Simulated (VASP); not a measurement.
# Ge (Cmcm) in VASP: further runs

Ge is run at these levels: PBEsol; tasks: single point.

Everything below comes from runs of VASP 6.6.1. Logs are shortened: lines on timing, memory, paths and dates and some standing lists are left out, and cuts for length are marked.

### Step 1. The cell of the first run

It takes space group Cmcm (No. 63, orthorhombic). Conventional cell: a = 3.015 Å, b = 5.258 Å, c = 4.790 Å, α = 90.00°, β = 90.00°, γ = 90.00°. Ge (site symmetry m2m) has 12 Ge at 2.96 to 3.03 Å within 3.9 Å.

This isn't the form of Ge at room conditions, which is diamond.

### Step 2. Single point, PBEsol

The input, INCAR:

```
  PREC = Accurate
  ENCUT = 520
  EDIFF = 1E-7
  ISMEAR = 1
  SIGMA = 0.15
  LREAL = F
  LASPH = T
  NELM = 100
  ALGO = Normal
  ISIF = 2
  LWAVE = F
  LCHARG = T
  GGA = PS
  LELF = T
  LVHAR = T
  NBANDS = 21
```

The input, KPOINTS:

```
regular mesh
0
Gamma
  11 11 6
```

The input, POSCAR:

```
Ge
1.0
    1.5076348903     -2.6288345735      0.0000000000
    1.5076348903      2.6288345735      0.0000000000
    0.0000000000      0.0000000000      4.7898083449
Ge
2
Direct
    0.6665530000      0.3334470000      0.2500000000
    0.3334470000      0.6665530000      0.7500000000
```

Potentials or basis: VASP PAW PBE potentials, release 64 (Ge_d).

Launch:

```sh
$ cat potpaw_PBE.64/Ge_d/POTCAR > POTCAR
$ mpirun -np 1 vasp_std > vasp.out
```

OUTCAR:

```text
PREC = Accurate
   ENCUT = 520
   EDIFF = 1E-7
   ISMEAR = 1
   LREAL = F
   LASPH = T
   NELM = 100
   ISIF = 2
   GGA = PS

 ion  position               nearest neighbor table
   1  0.667  0.333  0.250-
   2  0.333  0.667  0.750-

  LATTYP: Found a base centered orthorhombic cell.
 ALAT       =     3.0152697806
 B/A-ratio  =     1.7436811727
 C/A-ratio  =     1.5885173445

  Lattice vectors:

 A1 = (   1.5076348903,  -2.6288345735,   0.0000000000)
 A2 = (   1.5076348903,   2.6288345735,   0.0000000000)
 A3 = (   0.0000000000,   0.0000000000,   4.7898083449)

Analysis of symmetry for initial positions (statically):
=====================================================================
 Subroutine PRICEL returns:
 Original cell was already a primitive cell.

 Routine SETGRP: Setting up the symmetry group for a
 base centered orthorhombic supercell.

 Subroutine GETGRP returns: Found  8 space group operations
 (whereof  4 operations were pure point group operations)
 out of a pool of  8 trial point group operations.

The static configuration has the point symmetry C_2h.
 The point group associated with its full space group is D_2h.

Analysis of symmetry for dynamics (positions and initial velocities):
=====================================================================
 Subroutine PRICEL returns:
 Original cell was already a primitive cell.

 Routine SETGRP: Setting up the symmetry group for a
 base centered orthorhombic supercell.

 Subroutine GETGRP returns: Found  8 space group operations
 (whereof  4 operations were pure point group operations)
 out of a pool of  8 trial point group operations.

The dynamic configuration has the point symmetry C_2h.
 The point group associated with its full space group is D_2h.

 Subroutine INISYM returns: Found  8 space group operations
 (whereof  4 operations are pure point group operations),
 and found     1 'primitive' translations

----------------------------------------------------------------------------------------

                                     Primitive cell

  volume of cell :      37.9671

  direct lattice vectors                    reciprocal lattice vectors
     1.507634890 -2.628834573  0.000000000     0.331645283 -0.190198351  0.000000000
     1.507634890  2.628834573  0.000000000     0.331645283  0.190198351  0.000000000
     0.000000000  0.000000000  4.789808345     0.000000000  0.000000000  0.208776621

  length of vectors
     3.030467650  3.030467650  4.789808345     0.382314015  0.382314015  0.208776621

  position of ions in fractional coordinates (direct lattice)
     0.666553000  0.333447000  0.250000000
     0.333447000  0.666553000  0.750000000

  ion indices of the primitive-cell ions
   primitive index   ion index
                 1           1
                 2           2

----------------------------------------------------------------------------------------

 KPOINTS: regular mesh

Automatic generation of k-mesh.
 Grid dimensions read from file:
 generate k-points for:   11   11    6

 Generating k-lattice:

  Cartesian coordinates                     Fractional coordinates (reciprocal lattice)
     0.030149571 -0.017290759  0.000000000     0.090909091 -0.000000000  0.000000000
     0.030149571  0.017290759  0.000000000    -0.000000000  0.090909091  0.000000000
     0.000000000  0.000000000  0.034796103     0.000000000  0.000000000  0.166666667

  Length of vectors
     0.034755820  0.034755820  0.034796103

  Shift w.r.t. Gamma in fractional coordinates (k-lattice)
     0.000000000  0.000000000  0.000000000

 Subroutine IBZKPT returns following result:
 ===========================================

 Found    144 irreducible k-points:

 Following reciprocal coordinates:
            Coordinates               Weight
  0.000000  0.000000  0.000000      1.000000
  0.090909  0.000000  0.000000      4.000000
  0.181818  0.000000  0.000000      4.000000
  0.272727  0.000000  0.000000      4.000000
  0.363636  0.000000  0.000000      4.000000
  0.454545  0.000000  0.000000      4.000000
[... 16 lines left out ...]
 -0.272727  0.181818  0.000000      4.000000
 -0.181818  0.181818  0.000000      2.000000
 [... further k-points ...]
   k-points           NKPTS =    144   k-points in BZ     NKDIM =    144   number of bands    NBANDS=     21
   number of dos      NEDOS =    301   number of ions     NIONS =      2
   total plane-waves  NPLWV =  20736
   dimension x,y,z NGX =    24 NGY =   24 NGZ =   36
   dimension x,y,z NGXF=    48 NGYF=   48 NGZF=   72
   ions per type =               2
   NGX,Y,Z   is equivalent  to a cutoff of  13.17, 13.17, 12.49 a.u.
   NGXF,Y,Z  is equivalent  to a cutoff of  26.33, 26.33, 24.99 a.u.
 SYSTEM =  unknown system
   PREC   = accura    normal or accurate (medium, high low for compatibility)
   ISTART =      0    job   : 0-new  1-cont  2-samecut
   ICHARG =      2    charge: 1-file 2-atom 10-const
   ISPIN  =      1    spin polarized calculation?
   LNONCOLLINEAR =      F non collinear calculations
   LSORBIT =      F    spin-orbit coupling
   LASPH  =      T    aspherical Exc in radial PAW
   ENCUT  =  520.0 eV  38.22 Ry    6.18 a.u.   5.63  5.63  8.91*2*pi/ulx,y,z
   NELM   =    100;   NELMIN=  2; NELMDL= -5     # of ELM steps
   EDIFF  = 0.1E-06   stopping-criterion for ELM
   LREAL  =      F    real-space projection
   EDIFFG = 0.1E-05   stopping-criterion for IOM
   NSW    =      0    number of steps for IOM
   IBRION =     -1    ionic relax: 0-MD 1-quasi-New 2-CG
   NFREE  =      0    steps in history (QN), initial steepest desc. (CG)
   ISIF   =      2    stress and relaxation
   ISYM   =      2    0-nonsym 1-usesym 2-fastsym
   POTIM  = 0.5000    time-step for ionic-motion
   TEBEG  =    0.0;   TEEND  =   0.0 temperature during run
   PSTRESS=    0.0 pullay stress
   NELECT =      28.0000    total number of electrons
   NUPDOWN=      -1.0000    fix difference up-down
   EMIN   =  10.00;   EMAX   =-10.00  energy-range for DOS
   EFERMI =   0.00;   METHOD = LEGACY
   ISMEAR =     1;   SIGMA  =   0.15  broadening in eV -4-tet -1-fermi 0-gaus
   EFERMI_NEDOS =   21; number of points for ismear=-14 and -15
   IALGO  =     38    algorithm
   IMIX   =      4    mixing-type and parameters
     AMIX     =   0.40;   BMIX     =  1.00
     AMIX_MAG =   1.60;   BMIX_MAG =  1.00
  volume/ion in A,a.u.               =      18.98       128.11
  Fermi-wavevector in a.u.,A,eV,Ry     =   1.479080  2.795056 29.765160  2.187678
  Thomas-Fermi vector in A             =   2.593282
   LORBIT       =      0    0 simple, 1 ext, 2 COOP (PROOUT), +10 PAW based schemes
   GGA     = PS    functional components
   LHFCALC =     F    Hartree Fock is set to
   AEXX    =    0.0000 exact exchange contribution
   IVDW    =     0    specifies the selected vdW correction
   LEPSILON=     F    determine dielectric tensor
   LRPA    =     F    only Hartree local field effects (RPA)
 non-spin polarized calculation
 Methfessel and Paxton  Order N= 1 SIGMA  =   0.15
  energy-cutoff  :      520.00
  volume of cell :       37.97
 maximum number of plane-waves:      1045
   NGX = 11   NGY = 11   NGZ = 17

 number of electron      28.0000007 magnetization

 Free energy of the ion-electron system (eV)
  ---------------------------------------------------
  ext. energy  EPLUGINS =         0.00000000
  ---------------------------------------------------
  free energy    TOTEN  =        -9.30939440 eV

  energy without entropy =       -9.30786768  energy(sigma->0) =       -9.30888549

 E-fermi :   6.5697     XC(G=0): -11.4069

 val. band max:        6.5598591411   @ k =  -0.2727   0.2727   0.5000
 cond. band min:       6.5832511430   @ k =   0.3636   0.0909   0.0000
 fundamental gap:      0.0233920019
 Fermi energy:         6.5696950140

 k-point     1 :       0.0000    0.0000    0.0000
  band No.  band energies     occupation
      1     -18.0601      2.00000
      2     -18.0581      2.00000
      3     -18.0566      2.00000
      4     -18.0519      2.00000
      5     -18.0489      2.00000
      6     -18.0483      2.00000
[... 13 lines left out ...]
     20      19.2066      0.00000
     21      20.3485      0.00000

 k-point     2 :       0.0909    0.0000    0.0000
  band No.  band energies     occupation
      1     -18.0652      2.00000
      2     -18.0580      2.00000
      3     -18.0526      2.00000
      4     -18.0456      2.00000
      5     -18.0441      2.00000
      6     -18.0404      2.00000
[... 13 lines left out ...]
     20      19.0928      0.00000
     21      20.4558      0.00000

 k-point     3 :       0.1818    0.0000    0.0000
  band No.  band energies     occupation
      1     -18.0784      2.00000
      2     -18.0561      2.00000
      3     -18.0432      2.00000
      4     -18.0421      2.00000
      5     -18.0366      2.00000
      6     -18.0357      2.00000
[... 13 lines left out ...]
     20      19.4169      0.00000
     21      20.3789      0.00000

 k-point     4 :       0.2727    0.0000    0.0000
  band No.  band energies     occupation
      1     -18.0926      2.00000
      2     -18.0567      2.00000
      3     -18.0549      2.00000
      4     -18.0501      2.00000
      5     -18.0251      2.00000
      6     -18.0135      2.00000
[... 13 lines left out ...]
     20      18.4077      0.00000
     21      19.8014      0.00000

 k-point     5 :       0.3636    0.0000    0.0000
  band No.  band energies     occupation
      1     -18.1045      2.00000
      2     -18.0669      2.00000
      3     -18.0591      2.00000
      4     -18.0570      2.00000
      5     -18.0136      2.00000
      6     -18.0027      2.00000
[... 13 lines left out ...]
     20      17.8134      0.00000
     21      19.2580      0.00000

 k-point     6 :       0.4545    0.0000    0.0000
  band No.  band energies     occupation
      1     -18.1113      2.00000
      2     -18.0745      2.00000
      3     -18.0611      2.00000
      4     -18.0610      2.00000
      5     -18.0081      2.00000
      6     -18.0066      2.00000
[... 13 lines left out ...]
     20      17.5135      0.00000
     21      18.9765      0.00000

 k-point     7 :       0.0909    0.0909    0.0000
  band No.  band energies     occupation
      1     -18.0668      2.00000
      2     -18.0653      2.00000
      3     -18.0425      2.00000
      4     -18.0415      2.00000
      5     -18.0393      2.00000
      6     -18.0367      2.00000
[... 13 lines left out ...]
     20      18.1690      0.00000
     21      19.6909      0.00000
[... 291 lines left out ...]
      1     -18.0862      2.00000
      2     -18.0841      2.00000
      3     -18.0468      2.00000
      4     -18.0455      2.00000
      5     -18.0140      2.00000
      6     -18.0114      2.00000
[... 13 lines left out ...]
     20      17.5390      0.00000
     21      22.9332      0.00000

 k-point    21 :      -0.4545    0.1818    0.0000
  band No.  band energies     occupation
      1     -18.0789      2.00000
      2     -18.0783      2.00000
      3     -18.0555      2.00000
      4     -18.0478      2.00000
      5     -18.0194      2.00000
      6     -18.0072      2.00000
[... 13 lines left out ...]
     20      17.8775      0.00000
     21      21.5006      0.00000

 k-point    22 :      -0.3636    0.1818    0.0000
  band No.  band energies     occupation
      1     -18.0720      2.00000
      2     -18.0689      2.00000
      3     -18.0652      2.00000
      4     -18.0475      2.00000
      5     -18.0261      2.00000
      6     -18.0137      2.00000
[... 13 lines left out ...]
     20      18.2255      0.00000
     21      19.1072      0.00000

 k-point    23 :      -0.2727    0.1818    0.0000
  band No.  band energies     occupation
      1     -18.0811      2.00000
      2     -18.0612      2.00000
      3     -18.0519      2.00000
      4     -18.0450      2.00000
      5     -18.0355      2.00000
      6     -18.0208      2.00000
[... 13 lines left out ...]
     20      17.7059      0.00000
     21      19.6207      0.00000

 k-point    24 :      -0.1818    0.1818    0.0000
  band No.  band energies     occupation
      1     -18.0803      2.00000
      2     -18.0573      2.00000
      3     -18.0436      2.00000
      4     -18.0411      2.00000
      5     -18.0376      2.00000
      6     -18.0342      2.00000
[... 13 lines left out ...]
     20      19.3987      0.00000
     21      20.4825      0.00000

 [... further k-points ...]

------------------------ aborting loop because EDIFF is reached ----------------------------------------

  FORCE on cell =-STRESS in cart. coord.  units (eV):
  Direction    XX          YY          ZZ          XY          YZ          ZX
  --------------------------------------------------------------------------------------
  -------------------------------------------------------------------------------------
  Total       -1.0987820     -0.9894271      0.4902344      0.0000000     -0.0000000      0.0000000
  in kB      -46.3675937    -41.7529151     20.6874430      0.0000000     -0.0000000      0.0000000
  external PRESSURE =     -22.4776886 kB  Pullay stress =       0.0000000 kB

 VOLUME and BASIS-vectors are now :
 -----------------------------------------------------------------------------
  energy-cutoff  :      520.00
  volume of cell :       37.97
      direct lattice vectors                 reciprocal lattice vectors
     1.507634890 -2.628834573  0.000000000     0.331645283 -0.190198351  0.000000000
     1.507634890  2.628834573  0.000000000     0.331645283  0.190198351  0.000000000
     0.000000000  0.000000000  4.789808345     0.000000000  0.000000000  0.208776621

 POSITION                                       TOTAL-FORCE (eV/Angst)
 -----------------------------------------------------------------------------------
      1.50763     -0.87568      1.19745         0.000000      0.008100     -0.000000
      1.50763      0.87568      3.59236         0.000000     -0.008100      0.000000
 -----------------------------------------------------------------------------------
    total drift:                               -0.000000     -0.000000     -0.000000

  FREE ENERGIE OF THE ION-ELECTRON SYSTEM (eV)
  ---------------------------------------------------
  free  energy   TOTEN  =        -9.3093943958 eV

  energy  without entropy=       -9.3078676777  energy(sigma->0) =       -9.30888549
```

Wall time 3.5 min (1 thread of AMD EPYC 7R13, shared host); peak memory 0.18 GiB.

Results:

| Quantity | Value |
| --- | --- |
| Free energy | -9.3094 eV |
| Pressure | -2.2 GPa |
| Largest force | 0.008 eV/Å |
| Band gap on the k mesh | zero (bands 14 and 15 overlap by 8.97 eV) |

Forces in eV/Å, atoms in the order of the input:
```
Ge   0.000  0.008  0.000
Ge   0.000 -0.008  0.000
```

Caveat: the stress differs along the axes, from -5 to 2 GPa; the PAW data sets were made with another functional, which shifts forces and pressure a little.

(Continued in part 2 of 2.)

The gap in the log of VASP goes by the Fermi energy; the results here count the filled bands.